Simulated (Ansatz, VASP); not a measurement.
## MgO in VASP and in Ansatz

```
CELL_PARAMETERS angstrom
2.58764 0.00000 0.00000
0.00000 2.58764 0.00000
0.00000 0.00000 2.58764
ATOMIC_POSITIONS crystal
Mg 0.00000 0.00000 0.00000
O 0.50000 0.50000 0.50000
```

Alike in both runs: task single point; functional PBE; k mesh 14 × 14 × 14; occupations gaussian, width 0.05 eV; no spin polarisation.

|  | VASP | Ansatz |
| --- | --- | --- |
| version | VASP 6.6.1 | Ansatz 0.2.0 |
| potentials or method | VASP PAW PBE potentials, release 64 (Mg, O), cutoff 520 eV | scalar-relativistic, plane waves, PAW |
| valence electrons in the cell | 8 | 16 |

```csv
,VASP,Ansatz,Ansatz less VASP
gap on the k mesh at the Fermi level (eV),3.02,3.03,+0.018
least direct gap on the mesh (eV),4.08,4.09,+0.013
pressure (GPa),12.8,13.5,+0.76
```

VASP's potentials hold 8 valence electrons a cell and Ansatz's 16, so a difference there can come from the potentials and not from the codes.
